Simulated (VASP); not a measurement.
# TiRuC4N4: single point with PBE

TiRuC4N4:

```
Ti Ru C N
1.0
     3.05018   -5.20253    0.00000
     3.05018    5.20253    0.00000
     0.00000    0.00000    4.31994
Ti Ru C N
1 1 4 4
Direct
  0.00000 0.00000 0.69476
  0.50000 0.50000 0.77966
  0.69313 0.30687 0.77076
  0.71677 0.71677 0.10008
  0.28323 0.28323 0.10008
  0.30687 0.69313 0.77076
  0.80619 0.19381 0.76918
  0.77377 0.77377 0.37100
  0.22623 0.22623 0.37100
  0.19381 0.80619 0.76918
```

- Program: VASP 6.6.1
- Task: single point
- Functional: PBE
- Potentials or basis: VASP PAW PBE potentials, release 64 (Ti_sv, Ru_sv, C, N)
- Cutoff: 600 eV
- k mesh: 4 × 4 × 4
- Occupations: gaussian, width 0.1 eV
- Spin: collinear spin, ferromagnetic start
- Starting moments: [0.0, -0.55, 0.0, 0.0, 0.0, 0.0, 0.0, 0.0, 0.0, 0.0] μB
- Dipole correction: no
- Further INCAR settings: ALGO = Normal; EDIFF = 1e-06; NBANDS = 47

- Pressure: 0.1 GPa
- Largest force: 0.330 eV/Å
- Band gap on the k mesh: 0.22 eV (least direct gap 0.29 eV)
- Net moment: 0.00 μB per cell
- Valence electrons inside the program's atomic spheres: Ti 10.21; Ru 13.71; C 2.57, 2.52 (each value once); N 3.92, 3.88 (each value once)

Forces in eV/Å, atoms in the order of the input:
```
Ti   0.000  0.000  0.021
Ru   0.000  0.000  0.042
C    0.000  0.330  0.006
C   -0.079  0.000 -0.178
C    0.079  0.000 -0.178
C    0.000 -0.330  0.006
N    0.000 -0.291 -0.001
N    0.037  0.000  0.142
N   -0.037  0.000  0.142
N    0.000  0.291 -0.001
```

Stress tensor (GPa, compression positive):
```
-0.26  0.00  0.00
 0.00  0.48  0.00
 0.00  0.00  0.17
```

Levels at points of the mesh, in eV from the valence-band top:
Spin up:
```tsv
k point	band 28	band 29	band 30	band 31	band 32	band 33	band 34	band 35	band 36	band 37
(0.00, 0.00, 0.00)	-3.18	-2.52	-2.30	-1.77	-1.57	0.83	0.87	1.49	1.71	2.91
(0.50, 0.00, 0.00)	-3.60	-2.13	-1.69	-1.65	-1.15	0.45	0.68	1.18	1.60	3.39
(0.50, 0.50, 0.00)	-3.52	-2.29	-1.91	-1.57	-1.39	0.64	0.88	1.62	2.36	2.82
(0.00, 0.00, 0.50)	-3.24	-2.58	-1.93	-1.24	-0.42	0.46	1.12	1.35	2.14	2.85
(0.50, 0.00, 0.50)	-3.80	-2.37	-2.14	-1.50	-0.07	0.22	0.88	1.73	1.75	3.00
(0.50, 0.50, 0.50)	-3.59	-3.17	-2.62	-2.00	-0.51	0.95	1.21	1.79	2.02	3.04
```
Spin down:
```tsv
k point	band 30	band 31	band 32	band 33	band 34	band 35
(0.00, 0.00, 0.00)	-2.30	-1.77	-1.57	0.83	0.87	1.49
(0.50, 0.00, 0.00)	-1.69	-1.65	-1.15	0.45	0.68	1.18
(0.50, 0.50, 0.00)	-1.91	-1.57	-1.39	0.64	0.88	1.62
(0.00, 0.00, 0.50)	-1.93	-1.24	-0.42	0.46	1.12	1.35
(0.50, 0.00, 0.50)	-2.14	-1.50	-0.07	0.22	0.88	1.73
(0.50, 0.50, 0.50)	-2.62	-2.00	-0.51	0.95	1.21	1.79
```

Run time: 8.2 min on 1 thread of Intel(R) Xeon(R) Platinum 8259CL CPU @ 2.50GHz (Skylake/Cascade Lake), on a shared host, peak memory 0.51 GiB.

A k mesh can miss the band edges.
